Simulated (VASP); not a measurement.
# Hf3F (Fm-3m) in VASP: a series of runs

The runs below take Hf3F through single point, relaxation of cell and atoms, with PBE.

Everything below comes from runs of VASP 6.6.1. Logs are shortened: lines on timing, memory, paths and dates and some standing lists are left out, and cuts for length are marked.

### Step 1. The cell of the first run

Symmetry: Fm-3m, No. 225, cubic system. The conventional cell has a = 6.836 Å, b = 6.836 Å, c = 6.836 Å, α = 90.00°, β = 90.00°, γ = 90.00°. Within 3.9 Å of Hf (site symmetry -43m) lie 10 Hf at 2.96 to 3.42 Å and 4 F at 2.96 Å. Within 3.9 Å of Hf (site symmetry m-3m) lie 8 Hf at 2.96 Å and 6 F at 3.42 Å. Within 3.9 Å of F (site symmetry m-3m) lie 14 Hf at 2.96 to 3.42 Å.

The cell was generated, and may not be a known phase.

### Step 2. Single point, PBE

Contents of INCAR:

```
PREC = Accurate
ENCUT = 520
EDIFF = 1E-6
ISMEAR = 0
SIGMA = 0.1
LREAL = False
LASPH = True
NELM = 80
ALGO = Normal
ISIF = 2
LWAVE = False
LCHARG = False
GGA = PE
NBANDS = 26
```

Contents of KPOINTS:

```
Automatic mesh
0
Gamma
  4 4 4
```

Contents of POSCAR:

```
Hf3F
1.0
    0.0000000000      3.4181994372      3.4181994372
    3.4181994372      0.0000000000      3.4181994372
    3.4181994372      3.4181994372      0.0000000000
Hf F
3 1
Direct
    0.2500000000      0.2500000000      0.2500000000
    0.7500000000      0.7500000000      0.7500000000
    0.5000000000      0.5000000000      0.5000000000
    0.0000000000      0.0000000000      0.0000000000
```

Potentials or basis: VASP PAW PBE potentials, release 64 (Hf_pv, F).

Command:

```bash
$ cat potpaw_PBE.64/Hf_pv/POTCAR potpaw_PBE.64/F/POTCAR > POTCAR
$ mpirun -np 1 vasp_std > vasp.out
```

OUTCAR:

```text
PREC = Accurate
   ENCUT = 520
   EDIFF = 1E-6
   ISMEAR = 0
   LREAL = False
   LASPH = True
   NELM = 80
   ISIF = 2
   GGA = PE

 ion  position               nearest neighbor table
   1  0.250  0.250  0.250-   3 2.96   3 2.96   3 2.96   3 2.96   2 3.42   2 3.42   2 3.42   2 3.42
                             2 3.42   2 3.42
   2  0.750  0.750  0.750-   3 2.96   3 2.96   3 2.96   3 2.96   1 3.42   1 3.42   1 3.42   1 3.42
                             1 3.42   1 3.42
   3  0.500  0.500  0.500-   1 2.96   1 2.96   1 2.96   1 2.96   2 2.96   2 2.96   2 2.96   2 2.96

   4  0.000  0.000  0.000-

  LATTYP: Found a face centered cubic cell.
 ALAT       =     6.8363988744

  Lattice vectors:

 A1 = (   0.0000000000,   3.4181994372,   3.4181994372)
 A2 = (   3.4181994372,   0.0000000000,   3.4181994372)
 A3 = (   3.4181994372,   3.4181994372,   0.0000000000)

Analysis of symmetry for initial positions (statically):
=====================================================================
 Subroutine PRICEL returns:
 Original cell was already a primitive cell.

 Routine SETGRP: Setting up the symmetry group for a
 face centered cubic supercell.

 Subroutine GETGRP returns: Found 48 space group operations
 (whereof 48 operations were pure point group operations)
 out of a pool of 48 trial point group operations.

The static configuration has the point symmetry O_h .

Analysis of symmetry for dynamics (positions and initial velocities):
=====================================================================
 Subroutine PRICEL returns:
 Original cell was already a primitive cell.

 Routine SETGRP: Setting up the symmetry group for a
 face centered cubic supercell.

 Subroutine GETGRP returns: Found 48 space group operations
 (whereof 48 operations were pure point group operations)
 out of a pool of 48 trial point group operations.

The dynamic configuration has the point symmetry O_h .

 Subroutine INISYM returns: Found 48 space group operations
 (whereof 48 operations are pure point group operations),
 and found     1 'primitive' translations

----------------------------------------------------------------------------------------

                                     Primitive cell

  volume of cell :      79.8771

  direct lattice vectors                    reciprocal lattice vectors
     0.000000000  3.418199437  3.418199437    -0.146275842  0.146275842  0.146275842
     3.418199437  0.000000000  3.418199437     0.146275842 -0.146275842  0.146275842
     3.418199437  3.418199437  0.000000000     0.146275842  0.146275842 -0.146275842

  length of vectors
     4.834064003  4.834064003  4.834064003     0.253357190  0.253357190  0.253357190

  position of ions in fractional coordinates (direct lattice)
     0.250000000  0.250000000  0.250000000
     0.750000000  0.750000000  0.750000000
     0.500000000  0.500000000  0.500000000
     0.000000000  0.000000000  0.000000000

  ion indices of the primitive-cell ions
   primitive index   ion index
                 1           1
                 2           2
                 3           3
                 4           4

----------------------------------------------------------------------------------------

 KPOINTS: Automatic mesh

Automatic generation of k-mesh.
 Grid dimensions read from file:
 generate k-points for:    4    4    4

 Generating k-lattice:

  Cartesian coordinates                     Fractional coordinates (reciprocal lattice)
    -0.036568960  0.036568960  0.036568960     0.250000000  0.000000000  0.000000000
     0.036568960 -0.036568960  0.036568960     0.000000000  0.250000000  0.000000000
     0.036568960  0.036568960 -0.036568960     0.000000000  0.000000000  0.250000000

  Length of vectors
     0.063339297  0.063339297  0.063339297

  Shift w.r.t. Gamma in fractional coordinates (k-lattice)
     0.000000000  0.000000000  0.000000000

 Subroutine IBZKPT returns following result:
 ===========================================

 Found      8 irreducible k-points:

 Following reciprocal coordinates:
            Coordinates               Weight
  0.000000  0.000000  0.000000      1.000000
  0.250000  0.000000  0.000000      8.000000
  0.500000  0.000000  0.000000      4.000000
  0.250000  0.250000  0.000000      6.000000
  0.500000  0.250000  0.000000     24.000000
 -0.250000  0.250000  0.000000     12.000000
  0.500000  0.500000  0.000000      3.000000
 -0.250000  0.500000  0.250000      6.000000
   k-points           NKPTS =      8   k-points in BZ     NKDIM =      8   number of bands    NBANDS=     26
   number of dos      NEDOS =    301   number of ions     NIONS =      4
   total plane-waves  NPLWV =  46656
   dimension x,y,z NGX =    36 NGY =   36 NGZ =   36
   dimension x,y,z NGXF=    72 NGYF=   72 NGZF=   72
   ions per type =               3   1
   NGX,Y,Z   is equivalent  to a cutoff of  12.38, 12.38, 12.38 a.u.
   NGXF,Y,Z  is equivalent  to a cutoff of  24.76, 24.76, 24.76 a.u.
 SYSTEM =  unknown system
   PREC   = accura    normal or accurate (medium, high low for compatibility)
   ISTART =      0    job   : 0-new  1-cont  2-samecut
   ICHARG =      2    charge: 1-file 2-atom 10-const
   ISPIN  =      1    spin polarized calculation?
   LNONCOLLINEAR =      F non collinear calculations
   LSORBIT =      F    spin-orbit coupling
   LASPH  =      T    aspherical Exc in radial PAW
   ENCUT  =  520.0 eV  38.22 Ry    6.18 a.u.   8.99  8.99  8.99*2*pi/ulx,y,z
   NELM   =     80;   NELMIN=  2; NELMDL= -5     # of ELM steps
   EDIFF  = 0.1E-05   stopping-criterion for ELM
   LREAL  =      F    real-space projection
   EDIFFG = 0.1E-04   stopping-criterion for IOM
   NSW    =      0    number of steps for IOM
   IBRION =     -1    ionic relax: 0-MD 1-quasi-New 2-CG
   NFREE  =      0    steps in history (QN), initial steepest desc. (CG)
   ISIF   =      2    stress and relaxation
   ISYM   =      2    0-nonsym 1-usesym 2-fastsym
   POTIM  = 0.5000    time-step for ionic-motion
   TEBEG  =    0.0;   TEEND  =   0.0 temperature during run
   PSTRESS=    0.0 pullay stress
   NELECT =      37.0000    total number of electrons
   NUPDOWN=      -1.0000    fix difference up-down
   EMIN   =  10.00;   EMAX   =-10.00  energy-range for DOS
   EFERMI =   0.00;   METHOD = LEGACY
   ISMEAR =     0;   SIGMA  =   0.10  broadening in eV -4-tet -1-fermi 0-gaus
   EFERMI_NEDOS =   21; number of points for ismear=-14 and -15
   IALGO  =     38    algorithm
   IMIX   =      4    mixing-type and parameters
     AMIX     =   0.40;   BMIX     =  1.00
     AMIX_MAG =   1.60;   BMIX_MAG =  1.00
  volume/ion in A,a.u.               =      19.97       134.76
  Fermi-wavevector in a.u.,A,eV,Ry     =   1.266683  2.393684 21.830362  1.604486
  Thomas-Fermi vector in A             =   2.399871
   LORBIT       =      0    0 simple, 1 ext, 2 COOP (PROOUT), +10 PAW based schemes
   GGA     = PE    functional components
   LHFCALC =     F    Hartree Fock is set to
   AEXX    =    0.0000 exact exchange contribution
   IVDW    =     0    specifies the selected vdW correction
   LEPSILON=     F    determine dielectric tensor
   LRPA    =     F    only Hartree local field effects (RPA)
 non-spin polarized calculation
 Gauss-broadening in eV      SIGMA  =   0.10
  energy-cutoff  :      520.00
  volume of cell :       79.88
 maximum number of plane-waves:      2180
   NGX = 17   NGY = 17   NGZ = 17

 number of electron      37.0000010 magnetization

 Free energy of the ion-electron system (eV)
  ---------------------------------------------------
  ext. energy  EPLUGINS =         0.00000000
  ---------------------------------------------------
  free energy    TOTEN  =       -30.88122665 eV

  energy without entropy =      -30.85703500  energy(sigma->0) =      -30.86913083

 E-fermi :   4.0837     XC(G=0): -10.9196

 val. band max:        3.9958448239   @ k =   0.2500   0.0000   0.0000
 cond. band min:       4.1087900219   @ k =   0.2500   0.0000   0.0000
 fundamental gap:      0.1129451980
 Fermi energy:         4.0836774061

 k-point     1 :       0.0000    0.0000    0.0000
  band No.  band energies     occupation
      1     -26.8417      2.00000
      2     -26.8417      2.00000
      3     -26.8417      2.00000
      4     -26.7584      2.00000
      5     -26.7584      2.00000
      6     -26.7584      2.00000
[... 18 lines left out ...]
     25       8.1527      0.00000
     26       9.1197      0.00000

 k-point     2 :       0.2500    0.0000    0.0000
  band No.  band energies     occupation
      1     -26.8774      2.00000
      2     -26.8541      2.00000
      3     -26.8541      2.00000
      4     -26.7603      2.00000
      5     -26.7603      2.00000
      6     -26.7166      2.00000
[... 18 lines left out ...]
     25       7.2539      0.00000
     26       8.8881      0.00000

 k-point     3 :       0.5000    0.0000    0.0000
  band No.  band energies     occupation
      1     -26.8652      2.00000
      2     -26.8652      2.00000
      3     -26.8327      2.00000
      4     -26.7673      2.00000
      5     -26.7632      2.00000
      6     -26.7632      2.00000
[... 18 lines left out ...]
     25       5.8466      0.00000
     26       8.7765      0.00000

 k-point     4 :       0.2500    0.2500    0.0000
  band No.  band energies     occupation
      1     -26.9283      2.00000
      2     -26.9283      2.00000
      3     -26.8208      2.00000
      4     -26.7446      2.00000
      5     -26.6993      2.00000
      6     -26.6993      2.00000
[... 18 lines left out ...]
     25       7.6382      0.00000
     26       7.6952      0.00000

 k-point     5 :       0.5000    0.2500    0.0000
  band No.  band energies     occupation
      1     -26.9404      2.00000
      2     -26.9381      2.00000
      3     -26.8586      2.00000
      4     -26.7321      2.00000
      5     -26.7000      2.00000
      6     -26.6826      2.00000
[... 18 lines left out ...]
     25       6.8684      0.00000
     26       8.0729      0.00000

 k-point     6 :      -0.2500    0.2500    0.0000
  band No.  band energies     occupation
      1     -26.9319      2.00000
      2     -26.8739      2.00000
      3     -26.8381      2.00000
      4     -26.7787      2.00000
      5     -26.7536      2.00000
      6     -26.6735      2.00000
[... 18 lines left out ...]
     25       7.0445      0.00000
     26       8.4569      0.00000

 k-point     7 :       0.5000    0.5000    0.0000
  band No.  band energies     occupation
      1     -26.9880      2.00000
      2     -26.9880      2.00000
      3     -26.8873      2.00000
      4     -26.6643      2.00000
      5     -26.6643      2.00000
      6     -26.6455      2.00000
[... 18 lines left out ...]
     25       7.7363      0.00000
     26       7.8665      0.00000

 k-point     8 :      -0.2500    0.5000    0.2500
  band No.  band energies     occupation
      1     -27.0013      2.00000
      2     -26.8726      2.00000
      3     -26.8381      2.00000
      4     -26.8381      2.00000
      5     -26.6565      2.00000
      6     -26.6533      2.00000
[... 18 lines left out ...]
     25       6.9848      0.00000
     26       8.8284      0.00000

------------------------ aborting loop because EDIFF is reached ----------------------------------------

  FORCE on cell =-STRESS in cart. coord.  units (eV):
  Direction    XX          YY          ZZ          XY          YZ          ZX
  --------------------------------------------------------------------------------------
  -------------------------------------------------------------------------------------
  Total       -0.2993171     -0.2993171     -0.2993171      0.0000000     -0.0000000     -0.0000000
  in kB       -6.0037136     -6.0037136     -6.0037136      0.0000000     -0.0000000     -0.0000000
  external PRESSURE =      -6.0037136 kB  Pullay stress =       0.0000000 kB

 VOLUME and BASIS-vectors are now :
 -----------------------------------------------------------------------------
  energy-cutoff  :      520.00
  volume of cell :       79.88
      direct lattice vectors                 reciprocal lattice vectors
     0.000000000  3.418199437  3.418199437    -0.146275842  0.146275842  0.146275842
     3.418199437  0.000000000  3.418199437     0.146275842 -0.146275842  0.146275842
     3.418199437  3.418199437  0.000000000     0.146275842  0.146275842 -0.146275842

 POSITION                                       TOTAL-FORCE (eV/Angst)
 -----------------------------------------------------------------------------------
      1.70910      1.70910      1.70910        -0.000000     -0.000000     -0.000000
      5.12730      5.12730      5.12730         0.000000      0.000000      0.000000
      3.41820      3.41820      3.41820        -0.000000      0.000000      0.000000
      0.00000      0.00000      0.00000        -0.000000      0.000000      0.000000
 -----------------------------------------------------------------------------------
    total drift:                                0.000000      0.000000      0.000000

  FREE ENERGIE OF THE ION-ELECTRON SYSTEM (eV)
  ---------------------------------------------------
  free  energy   TOTEN  =       -30.8812266494 eV

  energy  without entropy=      -30.8570350015  energy(sigma->0) =      -30.86913083
```

Run time: 13 s. Hardware: 1 thread of AMD EPYC 9R45 (Zen 5), shared host; peak memory 0.17 GiB.

Results:

* Free energy: -30.8812 eV
* Pressure: -0.6 GPa
* Band gap on the k mesh: zero (an odd number of electrons rules out a gap without spin polarisation)

Levels at points of the mesh, in eV from the Fermi level:
| k point | band 15 | band 16 | band 17 | band 18 | band 19 | band 20 | band 21 | band 22 |
| --- | --- | --- | --- | --- | --- | --- | --- | --- |
| (0.00, 0.00, 0.00) | -1.96 | -1.96 | 0.22 | 0.22 | 0.22 | 0.50 | 0.50 | 0.50 |
| (0.50, 0.00, 0.00) | -1.78 | -0.74 | -0.61 | -0.61 | 0.28 | 0.28 | 0.39 | 0.39 |
| (0.50, 0.50, 0.00) | -2.65 | -1.36 | -0.85 | -0.37 | -0.13 | -0.13 | 1.81 | 1.81 |

Caveat: the k points lie up to 0.40 Å⁻¹ apart, too coarse for converged energies and pressures of a metal; spin-orbit coupling is left out, which moves the levels of the heavy elements.

[end of part 1 of 4]

The gap in the log of VASP goes by the Fermi energy; the results here count the filled bands.